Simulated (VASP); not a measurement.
# Ta (P4/mmm) in VASP: a series of runs

Runs on Ta. Level: PBE. Tasks: single point.

Everything below comes from runs of VASP 6.6.1. Logs are shortened: lines on timing, memory, paths and dates and some standing lists are left out, and cuts for length are marked.

### Step 1. The cell of the first run

It takes space group P4/mmm (No. 123, tetragonal). The conventional cell has a = 3.904 Å, b = 3.904 Å, c = 6.940 Å, α = 90.00°, β = 90.00°, γ = 90.00°. Ta (site symmetry 2mm) has 7 Ta at 2.74 to 2.87 Å within 3.6 Å. Within 3.8 Å of Ta (site symmetry 4/mmm) lie 8 Ta at 2.87 Å.

### Step 2. Single point, PBE

The input, INCAR:

```
PREC = Accurate ; ENCUT = 520
EDIFF = 1E-6 ; ISMEAR = 0
SIGMA = 0.1 ; LREAL = False
LASPH = True ; NELM = 60
ALGO = Normal ; ISIF = 2
LWAVE = False ; LCHARG = False
GGA = PE ; NBANDS = 36
```

The input, KPOINTS:

```
regular mesh
0
Gamma
  4 4 4
```

The input, POSCAR:

```
Ta
1.0
    2.7605809444     -2.7605923244      0.0000000000
    2.7605809444      2.7605923244      0.0000000000
    0.0000000000      0.0000000000      6.9400720072
Ta
5
Direct
    0.5000000000      0.0000000000      0.3024387101
    0.0000000000      0.5000000000      0.6975612899
    0.0000000000      0.5000000000      0.3024387101
    0.5000000000      0.0000000000      0.6975612899
    0.0000000000      0.0000000000      0.0000000000
```

Potentials or basis: VASP PAW PBE potentials, release 64 (Ta_pv).

The run is started by

```sh
cat potpaw_PBE.64/Ta_pv/POTCAR > POTCAR
mpirun -np 1 vasp_std > vasp.out
```

OUTCAR:

```text
PREC = Accurate
   ENCUT = 520
   EDIFF = 1E-6
   ISMEAR = 0
   LREAL = False
   LASPH = True
   NELM = 60
   ISIF = 2
   GGA = PE

 ion  position               nearest neighbor table
   1  0.500  0.000  0.302-   4 2.74   3 2.76   3 2.76   3 2.76   3 2.76   5 2.87   5 2.87
   2  0.000  0.500  0.698-   3 2.74   4 2.76   4 2.76   4 2.76   4 2.76   5 2.87   5 2.87
   3  0.000  0.500  0.302-   2 2.74   1 2.76   1 2.76   1 2.76   1 2.76   5 2.87   5 2.87
   4  0.500  0.000  0.698-   1 2.74   2 2.76   2 2.76   2 2.76   2 2.76   5 2.87   5 2.87
   5  0.000  0.000  0.000-   1 2.87   2 2.87   3 2.87   4 2.87   2 2.87   3 2.87   1 2.87   4 2.87

  LATTYP: Found a simple tetragonal cell.
 ALAT       =     3.9040590585
 C/A-ratio  =     1.7776554871

  Lattice vectors:

 A1 = (   2.7605809444,  -2.7605923244,   0.0000000000)
 A2 = (   2.7605809444,   2.7605923244,   0.0000000000)
 A3 = (   0.0000000000,   0.0000000000,   6.9400720072)

Analysis of symmetry for initial positions (statically):
=====================================================================
 Subroutine PRICEL returns:
 Original cell was already a primitive cell.

 Routine SETGRP: Setting up the symmetry group for a
 simple tetragonal supercell.

 Subroutine GETGRP returns: Found 16 space group operations
 (whereof 16 operations were pure point group operations)
 out of a pool of 16 trial point group operations.

The static configuration has the point symmetry D_4h.

Analysis of symmetry for dynamics (positions and initial velocities):
=====================================================================
 Subroutine PRICEL returns:
 Original cell was already a primitive cell.

 Routine SETGRP: Setting up the symmetry group for a
 simple tetragonal supercell.

 Subroutine GETGRP returns: Found 16 space group operations
 (whereof 16 operations were pure point group operations)
 out of a pool of 16 trial point group operations.

The dynamic configuration has the point symmetry D_4h.

 Subroutine INISYM returns: Found 16 space group operations
 (whereof 16 operations are pure point group operations),
 and found     1 'primitive' translations

----------------------------------------------------------------------------------------

                                     Primitive cell

  volume of cell :     105.7783

  direct lattice vectors                    reciprocal lattice vectors
     2.760580944 -2.760592324  0.000000000     0.181121297 -0.181120550  0.000000000
     2.760580944  2.760592324  0.000000000     0.181121297  0.181120550  0.000000000
     0.000000000  0.000000000  6.940072007     0.000000000  0.000000000  0.144090724

  length of vectors
     3.904059058  3.904059058  6.940072007     0.256143666  0.256143666  0.144090724

  position of ions in fractional coordinates (direct lattice)
     0.500000000  0.000000000  0.302438710
     0.000000000  0.500000000  0.697561290
     0.000000000  0.500000000  0.302438710
     0.500000000  0.000000000  0.697561290
     0.000000000  0.000000000  0.000000000

  ion indices of the primitive-cell ions
   primitive index   ion index
                 1           1
                 2           2
                 3           3
                 4           4
                 5           5

----------------------------------------------------------------------------------------

 KPOINTS: regular mesh

Automatic generation of k-mesh.
 Grid dimensions read from file:
 generate k-points for:    4    4    4

 Generating k-lattice:

  Cartesian coordinates                     Fractional coordinates (reciprocal lattice)
     0.045280324 -0.045280137  0.000000000     0.250000000  0.000000000  0.000000000
     0.045280324  0.045280137  0.000000000     0.000000000  0.250000000  0.000000000
     0.000000000  0.000000000  0.036022681     0.000000000  0.000000000  0.250000000

  Length of vectors
     0.064035917  0.064035917  0.036022681

  Shift w.r.t. Gamma in fractional coordinates (k-lattice)
     0.000000000  0.000000000  0.000000000

 Subroutine IBZKPT returns following result:
 ===========================================

 Found     18 irreducible k-points:

 Following reciprocal coordinates:
            Coordinates               Weight
  0.000000  0.000000  0.000000      1.000000
  0.250000  0.000000  0.000000      4.000000
  0.500000  0.000000  0.000000      2.000000
  0.250000  0.250000  0.000000      4.000000
  0.500000  0.250000  0.000000      4.000000
  0.500000  0.500000  0.000000      1.000000
[... 10 lines left out ...]
  0.500000  0.250000  0.500000      4.000000
  0.500000  0.500000  0.500000      1.000000
   k-points           NKPTS =     18   k-points in BZ     NKDIM =     18   number of bands    NBANDS=     36
   number of dos      NEDOS =    301   number of ions     NIONS =      5
   total plane-waves  NPLWV =  48600
   dimension x,y,z NGX =    30 NGY =   30 NGZ =   54
   dimension x,y,z NGXF=    60 NGYF=   60 NGZF=  108
   ions per type =               5
   NGX,Y,Z   is equivalent  to a cutoff of  12.77, 12.77, 12.94 a.u.
   NGXF,Y,Z  is equivalent  to a cutoff of  25.55, 25.55, 25.87 a.u.
 SYSTEM =  unknown system
   PREC   = accura    normal or accurate (medium, high low for compatibility)
   ISTART =      0    job   : 0-new  1-cont  2-samecut
   ICHARG =      2    charge: 1-file 2-atom 10-const
   ISPIN  =      1    spin polarized calculation?
   LNONCOLLINEAR =      F non collinear calculations
   LSORBIT =      F    spin-orbit coupling
   LASPH  =      T    aspherical Exc in radial PAW
   ENCUT  =  520.0 eV  38.22 Ry    6.18 a.u.   7.26  7.26 12.90*2*pi/ulx,y,z
   NELM   =     60;   NELMIN=  2; NELMDL= -5     # of ELM steps
   EDIFF  = 0.1E-05   stopping-criterion for ELM
   LREAL  =      F    real-space projection
   EDIFFG = 0.1E-04   stopping-criterion for IOM
   NSW    =      0    number of steps for IOM
   IBRION =     -1    ionic relax: 0-MD 1-quasi-New 2-CG
   NFREE  =      0    steps in history (QN), initial steepest desc. (CG)
   ISIF   =      2    stress and relaxation
   ISYM   =      2    0-nonsym 1-usesym 2-fastsym
   POTIM  = 0.5000    time-step for ionic-motion
   TEBEG  =    0.0;   TEEND  =   0.0 temperature during run
   PSTRESS=    0.0 pullay stress
   NELECT =      55.0000    total number of electrons
   NUPDOWN=      -1.0000    fix difference up-down
   EMIN   =  10.00;   EMAX   =-10.00  energy-range for DOS
   EFERMI =   0.00;   METHOD = LEGACY
   ISMEAR =     0;   SIGMA  =   0.10  broadening in eV -4-tet -1-fermi 0-gaus
   EFERMI_NEDOS =   21; number of points for ismear=-14 and -15
   IALGO  =     38    algorithm
   IMIX   =      4    mixing-type and parameters
     AMIX     =   0.40;   BMIX     =  1.00
     AMIX_MAG =   1.60;   BMIX_MAG =  1.00
  volume/ion in A,a.u.               =      21.16       142.77
  Fermi-wavevector in a.u.,A,eV,Ry     =   1.316427  2.487687 23.578629  1.732980
  Thomas-Fermi vector in A             =   2.446540
   LORBIT       =      0    0 simple, 1 ext, 2 COOP (PROOUT), +10 PAW based schemes
   GGA     = PE    functional components
   LHFCALC =     F    Hartree Fock is set to
   AEXX    =    0.0000 exact exchange contribution
   IVDW    =     0    specifies the selected vdW correction
   LEPSILON=     F    determine dielectric tensor
   LRPA    =     F    only Hartree local field effects (RPA)
 non-spin polarized calculation
 Gauss-broadening in eV      SIGMA  =   0.10
  energy-cutoff  :      520.00
  volume of cell :      105.78
 maximum number of plane-waves:      2860
 NGX is ok and might be reduce to    30
   NGX = 15   NGY = 15   NGZ = 25

 number of electron      55.0000005 magnetization

 Free energy of the ion-electron system (eV)
  ---------------------------------------------------
  ext. energy  EPLUGINS =         0.00000000
  ---------------------------------------------------
  free energy    TOTEN  =       -54.12412874 eV

  energy without entropy =      -54.10140585  energy(sigma->0) =      -54.11276729

 E-fermi :   4.4978     XC(G=0): -11.6319

 val. band max:        4.4550017503   @ k =   0.5000   0.0000   0.5000
 cond. band min:       4.5230852671   @ k =   0.5000   0.2500   0.5000
 fundamental gap:      0.0680835168
 Fermi energy:         4.4978468728

 k-point     1 :       0.0000    0.0000    0.0000
  band No.  band energies     occupation
      1     -30.1789      2.00000
      2     -30.1789      2.00000
      3     -30.0016      2.00000
      4     -29.9814      2.00000
      5     -29.9813      2.00000
      6     -29.9457      2.00000
[... 28 lines left out ...]
     35       8.2236      0.00000
     36       8.2237      0.00000

 k-point     2 :       0.2500    0.0000    0.0000
  band No.  band energies     occupation
      1     -30.1511      2.00000
      2     -30.0876      2.00000
      3     -30.0269      2.00000
      4     -29.9511      2.00000
      5     -29.8515      2.00000
      6     -29.8344      2.00000
[... 28 lines left out ...]
     35       7.7321      0.00000
     36       7.8126      0.00000

 k-point     3 :       0.5000    0.0000    0.0000
  band No.  band energies     occupation
      1     -30.1699      2.00000
      2     -30.0085      2.00000
      3     -29.9887      2.00000
      4     -29.8628      2.00000
      5     -29.6458      2.00000
      6     -29.6401      2.00000
[... 28 lines left out ...]
     35       6.2245      0.00000
     36       6.8308      0.00000

 k-point     4 :       0.2500    0.2500    0.0000
  band No.  band energies     occupation
      1     -30.2264      2.00000
      2     -30.1918      2.00000
      3     -30.0719      2.00000
      4     -30.0453      2.00000
      5     -29.8256      2.00000
      6     -29.7207      2.00000
[... 28 lines left out ...]
     35       6.6458      0.00000
     36       7.8724      0.00000

 k-point     5 :       0.5000    0.2500    0.0000
  band No.  band energies     occupation
      1     -30.2331      2.00000
      2     -30.1680      2.00000
      3     -30.1495      2.00000
      4     -30.0138      2.00000
      5     -29.9940      2.00000
      6     -29.9375      2.00000
[... 421 lines left out ...]
 k-point    16 :       0.2500    0.2500    0.5000
  band No.  band energies     occupation
      1     -30.2733      2.00000
      2     -30.1483      2.00000
      3     -30.0226      2.00000
      4     -29.9864      2.00000
      5     -29.8739      2.00000
      6     -29.7880      2.00000
[... 28 lines left out ...]
     35       7.4651      0.00000
     36       7.6415      0.00000

 k-point    17 :       0.5000    0.2500    0.5000
  band No.  band energies     occupation
      1     -30.2917      2.00000
      2     -30.0665      2.00000
      3     -30.0279      2.00000
      4     -30.0142      2.00000
      5     -29.9275      2.00000
      6     -29.8905      2.00000
[... 28 lines left out ...]
     35       7.1588      0.00000
     36       7.1932      0.00000

 k-point    18 :       0.5000    0.5000    0.5000
  band No.  band energies     occupation
      1     -30.4479      2.00000
      2     -30.1858      2.00000
      3     -30.1450      2.00000
      4     -30.1060      2.00000
      5     -30.0147      2.00000
      6     -30.0146      2.00000
[... 28 lines left out ...]
     35       7.1129      0.00000
     36       7.3738      0.00000

------------------------ aborting loop because EDIFF is reached ----------------------------------------

  FORCE on cell =-STRESS in cart. coord.  units (eV):
  Direction    XX          YY          ZZ          XY          YZ          ZX
  --------------------------------------------------------------------------------------
  -------------------------------------------------------------------------------------
  Total        0.0489713      0.0489717      0.0360638      0.0000000      0.0000000      0.0000000
  in kB        0.7417464      0.7417525      0.5462421      0.0000000      0.0000000      0.0000000
  external PRESSURE =       0.6765804 kB  Pullay stress =       0.0000000 kB

 VOLUME and BASIS-vectors are now :
 -----------------------------------------------------------------------------
  energy-cutoff  :      520.00
  volume of cell :      105.78
      direct lattice vectors                 reciprocal lattice vectors
     2.760580944 -2.760592324  0.000000000     0.181121297 -0.181120550  0.000000000
     2.760580944  2.760592324  0.000000000     0.181121297  0.181120550  0.000000000
     0.000000000  0.000000000  6.940072007     0.000000000  0.000000000  0.144090724

 POSITION                                       TOTAL-FORCE (eV/Angst)
 -----------------------------------------------------------------------------------
      1.38029     -1.38030      2.09895         0.000000     -0.000000     -0.003618
      1.38029      1.38030      4.84113         0.000000      0.000000      0.003618
      1.38029      1.38030      2.09895        -0.000000     -0.000000     -0.003618
      1.38029     -1.38030      4.84113        -0.000000     -0.000000      0.003618
      0.00000      0.00000      0.00000         0.000000     -0.000000     -0.000000
 -----------------------------------------------------------------------------------
    total drift:                                0.000000     -0.000000     -0.000000

  FREE ENERGIE OF THE ION-ELECTRON SYSTEM (eV)
  ---------------------------------------------------
  free  energy   TOTEN  =       -54.1241287372 eV

  energy  without entropy=      -54.1014058454  energy(sigma->0) =      -54.11276729
```

Wall time 57 s (1 thread of Intel Xeon Platinum 8259CL at 2.50GHz (Skylake/Cascade Lake), shared host); peak memory 0.22 GiB.

Results:

| Quantity | Value |
| --- | --- |
| Free energy | -54.1241 eV |
| Pressure | 0.1 GPa |
| Largest force | 0.004 eV/Å |

Forces in eV/Å, atoms in the order of the input:
```
Ta   0.000  0.000 -0.004
Ta   0.000  0.000  0.004
Ta   0.000  0.000 -0.004
Ta   0.000  0.000  0.004
Ta   0.000  0.000  0.000
```

Caveat: the k points lie up to 0.40 Å⁻¹ apart; spin-orbit coupling is left out, which moves the levels of the heavy elements.

### Step 3. Single point, PBE

The input, INCAR:

```
ALGO     = Fast           # electronic algorithm
EDIFF    = 1E-6           # SCF threshold, eV
ENCUT    = 520            # plane-wave cutoff, eV
GGA      = PE             # functional
ISIF     = 2              # what is computed and relaxed
ISMEAR   = 0              # smearing method
LASPH    = T              # aspherical terms in the spheres
LCHARG   = F              # write CHGCAR
LREAL    = F              # projectors in reciprocal space
LWAVE    = F              # write WAVECAR
NBANDS   = 36             # bands
NELM     = 80             # most SCF steps
PREC     = Accurate       # precision mode
SIGMA    = 0.1            # smearing width, eV
```

The input, KPOINTS:

```
k-points
0
Gamma
  10 10 6
```

The input, POSCAR:

```
Ta
1.0
    3.9059106617      0.0000000000      0.0000000000
    0.0000000000      3.9059106617      0.0000000000
    0.0000000000      0.0000000000      6.9465283468
Ta
5
Direct
    0.5000000000      0.0000000000      0.3002560170
    0.0000000000      0.5000000000      0.6997439830
    0.0000000000      0.5000000000      0.3002560170
    0.5000000000      0.0000000000      0.6997439830
    0.0000000000      0.0000000000      0.0000000000
```

Potentials or basis: VASP PAW PBE potentials, release 64 (Ta_pv).

The run is started by

```sh
cat potpaw_PBE.64/Ta_pv/POTCAR > POTCAR
mpirun -np 1 vasp_std > vasp.out
```

Wall time 6.4 min (1 thread of Intel Xeon 6975P-C (Granite Rapids), shared host); peak memory 0.36 GiB.

It converged, with:

- Free energy: -54.0292 eV
- Pressure: 0.1 GPa

Forces on the atoms (eV/Å):
```
Ta   0.000  0.000 -0.002
Ta   0.000  0.000  0.002
Ta   0.000  0.000 -0.002
Ta   0.000  0.000  0.002
Ta   0.000  0.000  0.000
```

Levels at points of the mesh, in eV from the Fermi level:
```csv
k point,band 25,band 26,band 27,band 28,band 29,band 30,band 31,band 32
"(0.00, 0.00, 0.00)",-1.72,-1.56,-1.56,-1.48,2.17,2.17,2.48,2.56
"(0.50, 0.00, 0.00)",-0.84,-0.39,-0.15,-0.04,0.43,0.87,1.42,1.58
"(0.50, 0.50, 0.00)",-1.05,-0.42,-0.20,0.32,0.32,1.18,2.27,2.27
"(0.00, 0.00, 0.50)",-1.77,-1.59,0.25,0.36,0.36,1.33,1.33,2.26
"(0.50, 0.00, 0.50)",-0.67,-0.20,-0.04,0.02,0.07,0.52,0.62,0.83
"(0.50, 0.50, 0.50)",-0.84,0.47,0.47,1.00,1.01,1.01,1.33,1.45
```

Caveat: spin-orbit coupling is left out, which moves the levels of the heavy elements.
